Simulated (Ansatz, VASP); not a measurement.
# Two plane-wave programs on Mo

```xyz
1
Lattice="-1.5647 1.5647 1.5647 1.5647 -1.5647 1.5647 1.5647 1.5647 -1.5647" Properties=species:S:1:pos:R:3 pbc="T T T"
Mo    0.0000    0.0000    0.0000
```

Alike in both runs: functional PBEsol; k mesh 13 × 13 × 13; occupations fermi-dirac, width 0.15 eV; no spin polarisation.

Ansatz relaxed the structure, and its values are those at the end. VASP's run is a single point on that final structure, the one shown.

```csv
,VASP,Ansatz
version,VASP 6.6.1,Ansatz 0.2.0
potentials or method,"VASP PAW PBE potentials, release 64 (Mo_sv)","plane waves, PAW"
plane-wave cutoff (eV),520,420
valence electrons in the cell,14,14
```

Ansatz gave:

- pressure (GPa): 0.0

Which values does VASP return?

Pressure (GPa): 0.6.

VASP's potentials were made for PBE, not for PBEsol. Ansatz's warnings: stress scf threshold loose.
